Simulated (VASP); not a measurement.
# PbS (C2/m) in VASP: single point with HSE06

Aim: the single point of PbS with HSE06.

Everything below comes from runs of VASP 6.6.1. Logs are shortened: lines on timing, memory, paths and dates and some standing lists are left out, and cuts for length are marked.

## Step 1: The cell of the first run

The typed cell holds 4 atoms: a = 4.199 Å, b = 4.199 Å, c = 5.955 Å, α = 90.03°, β = 90.03°, γ = 90.00°.

## Step 2: Single point, HSE06

The input, POSCAR:

```
PbS
1.0
    2.9546766125     -2.9689065328      0.2885572983
    2.9546766125      2.9689065328      0.2885572983
   -0.5836033582      0.0000000000      5.9261748063
Pb S
2 2
Direct
    0.7499848290      0.7499848290      0.7500022824
    0.2500151710      0.2500151710      0.2499977176
    0.2500755424      0.2500755424      0.7500279570
    0.7499244576      0.7499244576      0.2499720430
```

The input, INCAR.step1:

```
SYSTEM = PbS
  ALGO = Normal
  EDIFF = 1E-5
  ENCUT = 520
  GGA = PE
  ISIF = 2
  ISMEAR = 0
  LASPH = .TRUE.
  LCHARG = .FALSE.
  LREAL = .FALSE.
  LWAVE = .TRUE.
  NBANDS = 28
  NELM = 80
  PREC = Accurate
  SIGMA = 0.01
```

The input, INCAR.step2:

```
SYSTEM = PbS
  ALGO = Normal
  EDIFF = 1E-6
  ENCUT = 520
  GGA = PE
  HFSCREEN = 0.2079
  ISIF = 2
  ISMEAR = 0
  ISTART = 1
  LASPH = .TRUE.
  LCHARG = .FALSE.
  LHFCALC = .TRUE.
  LREAL = .FALSE.
  LWAVE = .FALSE.
  NBANDS = 28
  NELM = 80
  PREC = Accurate
  PRECFOCK = Normal
  SIGMA = 0.01
```

The input, KPOINTS:

```
k-points
0
G
  4 4 2
  0 0 0
```

Potentials or basis: VASP PAW PBE potentials, release 64 (Pb_d, S).

Run with:

```sh
> cat potpaw_PBE.64/Pb_d/POTCAR potpaw_PBE.64/S/POTCAR > POTCAR
> cp INCAR.step1 INCAR
> mpirun -np 1 vasp_std > vasp.out
> cp INCAR.step2 INCAR
> mpirun -np 1 vasp_std > vasp.out
```

OUTCAR:

```text
SYSTEM = PbS
   EDIFF = 1E-6
   ENCUT = 520
   GGA = PE
   HFSCREEN = 0.2079
   ISIF = 2
   ISMEAR = 0
   ISTART = 1
   LASPH = .TRUE.
   LHFCALC = .TRUE.
   LREAL = .FALSE.
   NELM = 80
   PREC = Accurate
   PRECFOCK = Normal

 ion  position               nearest neighbor table
   1  0.750  0.750  0.750-   3 2.97   3 2.97   3 2.97   3 2.97   4 2.98   4 2.98
   2  0.250  0.250  0.250-   4 2.97   4 2.97   4 2.97   4 2.97   3 2.98   3 2.98
   3  0.250  0.250  0.750-   1 2.97   1 2.97   1 2.97   1 2.97   2 2.98   2 2.98
   4  0.750  0.750  0.250-   2 2.97   2 2.97   2 2.97   2 2.97   1 2.98   1 2.98

  LATTYP: Found a base centered monoclinic cell.
 ALAT       =     5.9374672037
 B/A-ratio  =     1.0000582507
 C/A-ratio  =     1.0029262619
 COS(beta)  =    -0.0008099292

  Lattice vectors:

 A1 = (   2.9546766125,  -2.9689065328,   0.2885572983)
 A2 = (   2.9546766125,   2.9689065328,   0.2885572983)
 A3 = (  -0.5836033582,   0.0000000000,   5.9261748063)

Analysis of symmetry for initial positions (statically):
=====================================================================
 Subroutine PRICEL returns:
 Original cell was already a primitive cell.

 Routine SETGRP: Setting up the symmetry group for a
 base centered monoclinic supercell.

 Subroutine GETGRP returns: Found  4 space group operations
 (whereof  4 operations were pure point group operations)
 out of a pool of  4 trial point group operations.

The static configuration has the point symmetry C_2h.

Analysis of symmetry for dynamics (positions and initial velocities):
=====================================================================
 Subroutine PRICEL returns:
 Original cell was already a primitive cell.

 Routine SETGRP: Setting up the symmetry group for a
 base centered monoclinic supercell.

 Subroutine GETGRP returns: Found  4 space group operations
 (whereof  4 operations were pure point group operations)
 out of a pool of  4 trial point group operations.

The dynamic configuration has the point symmetry C_2h.

 Subroutine INISYM returns: Found  4 space group operations
 (whereof  4 operations are pure point group operations),
 and found     1 'primitive' translations

----------------------------------------------------------------------------------------

                                     Primitive cell

  volume of cell :     104.9706

  direct lattice vectors                    reciprocal lattice vectors
     2.954676613 -2.968906533  0.288557298     0.167611244 -0.168412173  0.016506176
     2.954676613  2.968906533  0.288557298     0.167611244  0.168412173  0.016506176
    -0.583603358  0.000000000  5.926174806    -0.016322653  0.000000000  0.167135476

  length of vectors
     4.198545605  4.198545605  5.954841788     0.238177755  0.238177755  0.167930629

  position of ions in fractional coordinates (direct lattice)
     0.749984829  0.749984829  0.750002282
     0.250015171  0.250015171  0.249997718
     0.250075542  0.250075542  0.750027957
     0.749924458  0.749924458  0.249972043

  ion indices of the primitive-cell ions
   primitive index   ion index
                 1           1
                 2           2
                 3           3
                 4           4

----------------------------------------------------------------------------------------

 KPOINTS: k-points

Automatic generation of k-mesh.
 Grid dimensions read from file:
 generate k-points for:    4    4    2

 Generating k-lattice:

  Cartesian coordinates                     Fractional coordinates (reciprocal lattice)
     0.041902811 -0.042103043  0.004126544     0.250000000 -0.000000000  0.000000000
     0.041902811  0.042103043  0.004126544    -0.000000000  0.250000000  0.000000000
    -0.008161327  0.000000000  0.083567738     0.000000000  0.000000000  0.500000000

  Length of vectors
     0.059544439  0.059544439  0.083965315

  Shift w.r.t. Gamma in fractional coordinates (k-lattice)
     0.000000000  0.000000000  0.000000000

 Subroutine IBZKPT returns following result:
 ===========================================

 Found     14 irreducible k-points:

 Following reciprocal coordinates:
            Coordinates               Weight
  0.000000  0.000000  0.000000      1.000000
  0.250000 -0.000000  0.000000      4.000000
  0.500000 -0.000000  0.000000      2.000000
  0.250000  0.250000  0.000000      2.000000
  0.500000  0.250000  0.000000      4.000000
 -0.250000  0.250000  0.000000      2.000000
  0.500000  0.500000  0.000000      1.000000
 -0.000000 -0.000000  0.500000      1.000000
  0.250000 -0.000000  0.500000      4.000000
  0.500000  0.000000  0.500000      2.000000
  0.250000  0.250000  0.500000      2.000000
  0.500000  0.250000  0.500000      4.000000
 -0.250000  0.250000  0.500000      2.000000
  0.500000  0.500000  0.500000      1.000000
   k-points           NKPTS =     14   k-points in BZ     NKDIM =     32   number of bands    NBANDS=     28
   number of dos      NEDOS =    301   number of ions     NIONS =      4
   total plane-waves  NPLWV =  49152
   dimension x,y,z NGX =    32 NGY =   32 NGZ =   48
   dimension x,y,z NGXF=    64 NGYF=   64 NGZF=   96
   ions per type =               2   2
   NGX,Y,Z   is equivalent  to a cutoff of  12.67, 12.67, 13.40 a.u.
   NGXF,Y,Z  is equivalent  to a cutoff of  25.34, 25.34, 26.80 a.u.
 SYSTEM =  PbS
   PREC   = accura    normal or accurate (medium, high low for compatibility)
   ISTART =      1    job   : 0-new  1-cont  2-samecut
   ICHARG =      0    charge: 1-file 2-atom 10-const
   ISPIN  =      1    spin polarized calculation?
   LNONCOLLINEAR =      F non collinear calculations
   LSORBIT =      F    spin-orbit coupling
   LASPH  =      T    aspherical Exc in radial PAW
   ENCUT  =  520.0 eV  38.22 Ry    6.18 a.u.   7.81  7.81 11.07*2*pi/ulx,y,z
   NELM   =     80;   NELMIN=  2; NELMDL=  0     # of ELM steps
   EDIFF  = 0.1E-05   stopping-criterion for ELM
   LREAL  =      F    real-space projection
   EDIFFG = 0.1E-04   stopping-criterion for IOM
   NSW    =      0    number of steps for IOM
   IBRION =     -1    ionic relax: 0-MD 1-quasi-New 2-CG
   NFREE  =      0    steps in history (QN), initial steepest desc. (CG)
   ISIF   =      2    stress and relaxation
   ISYM   =      3    0-nonsym 1-usesym 2-fastsym
   POTIM  = 0.5000    time-step for ionic-motion
   TEBEG  =    0.0;   TEEND  =   0.0 temperature during run
   PSTRESS=    0.0 pullay stress
   NELECT =      40.0000    total number of electrons
   NUPDOWN=      -1.0000    fix difference up-down
   EMIN   =  10.00;   EMAX   =-10.00  energy-range for DOS
   EFERMI =   0.00;   METHOD = LEGACY
   ISMEAR =     0;   SIGMA  =   0.01  broadening in eV -4-tet -1-fermi 0-gaus
   EFERMI_NEDOS =   21; number of points for ismear=-14 and -15
   IALGO  =     38    algorithm
   IMIX   =      1    mixing-type and parameters
     AMIX     =   0.40;   BMIX     =  1.00
     AMIX_MAG =   1.60;   BMIX_MAG =  1.00
  volume/ion in A,a.u.               =      26.24       177.09
  Fermi-wavevector in a.u.,A,eV,Ry     =   1.186877  2.242871 19.166200  1.408676
  Thomas-Fermi vector in A             =   2.323040
   LORBIT       =      0    0 simple, 1 ext, 2 COOP (PROOUT), +10 PAW based schemes
   GGA     = PE    functional components
   LHFCALC =     T    Hartree Fock is set to
   PRECFOCK=normal    Normal, Fast or Accurate (Low or Medium for compatibility)
   ENCUT4O =  -1.0   cutoff for four orbital integrals eV
   NKREDX  =     1    reduce k-point grid by
   NKREDY  =     1    reduce k-point grid by
   NKREDZ  =     1    reduce k-point grid by
   AEXX    =    0.2500 exact exchange contribution
   HFSCREEN=    0.2079 screening length (either q_TF or 0.3 A-1)
   HFSCREENC=   0.2079 screening length for correlation (either q_TF or 0.3 A-1)
   ENCUTFOCK=  -1.0 apply spherical cutoff to Coloumb kernel
   IVDW    =     0    specifies the selected vdW correction
   LEPSILON=     F    determine dielectric tensor
   LRPA    =     F    only Hartree local field effects (RPA)
 non-spin polarized calculation
 Gauss-broadening in eV      SIGMA  =   0.01
  energy-cutoff  :      520.00
  volume of cell :      104.97
 maximum number of plane-waves:      2848
  NGX = 24; NGY = 24; NGZ = 36

 number of electron      39.9999995 magnetization

 Free energy of the ion-electron system (eV)
  ---------------------------------------------------
  ext. energy  EPLUGINS =         0.00000000
  ---------------------------------------------------
  free energy    TOTEN  =       -20.42882420 eV

  energy without entropy =      -20.42882420  energy(sigma->0) =      -20.42882420

 E-fermi :   5.5228     XC(G=0):  -8.0156

 val. band max:        5.4633944503   @ k =   0.5000   0.0000   0.5000
 cond. band min:       6.3014930515   @ k =   0.5000   0.0000   0.5000
 fundamental gap:      0.8380986012
 Fermi energy:         5.5227990455

 k-point     1 :       0.0000    0.0000    0.0000
  band No.  band energies     occupation
      1     -13.3066      2.00000
      2     -13.1434      2.00000
      3     -13.1400      2.00000
      4     -13.1397      2.00000
      5     -13.1397      2.00000
      6     -13.1156      2.00000
[... 20 lines left out ...]
     27      12.0456      0.00000
     28      12.9051      0.00000

 k-point     2 :       0.2500   -0.0000    0.0000
  band No.  band energies     occupation
      1     -13.2644      2.00000
      2     -13.1504      2.00000
      3     -13.1391      2.00000
      4     -13.1304      2.00000
      5     -13.1239      2.00000
      6     -13.1189      2.00000
[... 20 lines left out ...]
     27      12.4173      0.00000
     28      13.3017      0.00000

 k-point     3 :       0.5000   -0.0000    0.0000
  band No.  band energies     occupation
      1     -13.1918      2.00000
      2     -13.1917      2.00000
      3     -13.1323      2.00000
      4     -13.1323      2.00000
      5     -13.1268      2.00000
      6     -13.1268      2.00000
[... 306 lines left out ...]
      3     -13.1502      2.00000
      4     -13.1502      2.00000
      5     -13.1205      2.00000
      6     -13.1205      2.00000
[... 20 lines left out ...]
     27      14.5758      0.00000
     28      14.5764      0.00000

 k-point    14 :       0.5000    0.5000    0.5000
  band No.  band energies     occupation
      1     -13.2314      2.00000
      2     -13.2314      2.00000
      3     -13.1458      2.00000
      4     -13.1458      2.00000
      5     -13.1243      2.00000
      6     -13.1243      2.00000
[... 20 lines left out ...]
     27      14.4808      0.00000
     28      14.4814      0.00000

------------------------ aborting loop because EDIFF is reached ----------------------------------------

  FORCE on cell =-STRESS in cart. coord.  units (eV):
  Direction    XX          YY          ZZ          XY          YZ          ZX
  --------------------------------------------------------------------------------------
  -------------------------------------------------------------------------------------
  Total        0.0997591      0.0664876      3.2690456      0.0000000      0.0000000     -0.3013522
  in kB        1.5226339      1.0148072     49.8957692      0.0000000      0.0000000     -4.5995684
  external PRESSURE =      17.4777368 kB  Pullay stress =       0.0000000 kB

 VOLUME and BASIS-vectors are now :
 -----------------------------------------------------------------------------
  energy-cutoff  :      520.00
  volume of cell :      104.97
      direct lattice vectors                 reciprocal lattice vectors
     2.954676613 -2.968906533  0.288557298     0.167611244 -0.168412173  0.016506176
     2.954676613  2.968906533  0.288557298     0.167611244  0.168412173  0.016506176
    -0.583603358  0.000000000  5.926174806    -0.016322653  0.000000000  0.167135476

 POSITION                                       TOTAL-FORCE (eV/Angst)
 -----------------------------------------------------------------------------------
      3.99422      0.00000      4.87747        -0.000064      0.000000      0.000287
      1.33153      0.00000      1.62582         0.000064      0.000000     -0.000287
      1.04007      0.00000      4.58912         0.000492      0.000000      0.000150
      4.28568      0.00000      1.91417        -0.000492      0.000000     -0.000150
 -----------------------------------------------------------------------------------
    total drift:                                0.000001     -0.000000     -0.000002

  FREE ENERGIE OF THE ION-ELECTRON SYSTEM (eV)
  ---------------------------------------------------
  free  energy   TOTEN  =       -20.4288241951 eV

  energy  without entropy=      -20.4288241951  energy(sigma->0) =      -20.42882420
```

It took 36 min on 1 thread of Intel Xeon Platinum 8259CL at 2.50GHz (Skylake/Cascade Lake), shared host; peak memory 0.37 GiB.

What came out:

```
Free energy            : -20.4288 eV
Pressure               : 1.7 GPa
Band gap on the k mesh : 0.84 eV
```

Stress tensor (GPa, compression positive):
```
 0.15  0.00 -0.46
 0.00  0.10  0.00
-0.46  0.00  4.99
```

Caveat: the k points lie up to 0.53 Å⁻¹ apart; the PAW data sets were made with another functional, which shifts forces and pressure a little; spin-orbit coupling is left out, which moves the levels of the heavy elements.
